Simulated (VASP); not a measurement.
## AgCl: electric field gradients with PBEsol

AgCl:

```
Ag Cl
1.0
     0.00000    2.73567    2.73567
     2.73567    0.00000    2.73567
     2.73567    2.73567    0.00000
Ag Cl
1 1
Direct
  0.50000 0.50000 0.50000
  0.00000 0.00000 0.00000
```

This cell differs from its parent crystal: volume scaled by 0.96.

* Program: VASP 6.6.1
* Task: electric field gradients
* Functional: PBEsol
* Potentials or basis: VASP PAW PBE potentials, release 64 (Ag, Cl)
* Cutoff: 520 eV
* k mesh: 9 × 9 × 9
* Occupations: fermi-dirac, width 0.01 eV
* Spin: no spin polarisation
* Dipole correction: no
* Further INCAR settings: ALGO = Normal; EDIFF = 1e-08; NBANDS = 16

The pressure is -0.8 GPa and the band gap on the k mesh is 0.77 eV, indirect (least direct gap 3.14 eV).

Levels at points of the mesh, in eV from the valence-band top:
```tsv
k point	band 5	band 6	band 7	band 8	band 9	band 10	band 11	band 12	band 13	band 14
(0.00, 0.00, 0.00)	-2.56	-2.56	-2.45	-2.45	-2.45	0.77	10.78	10.78	10.78	12.07
```

Run time: 23 s on 1 thread of Intel(R) Xeon(R) Platinum 8259CL CPU @ 2.50GHz (Skylake/Cascade Lake) (shared host), peak memory 0.18 GiB.

Caveat: without QUAD_EFG the Cq values of the log hold for a quadrupole moment of 1 mb, not for the nuclei; the PAW data sets were made with another functional, which shifts forces and pressure a little. A k mesh can miss the band edges.
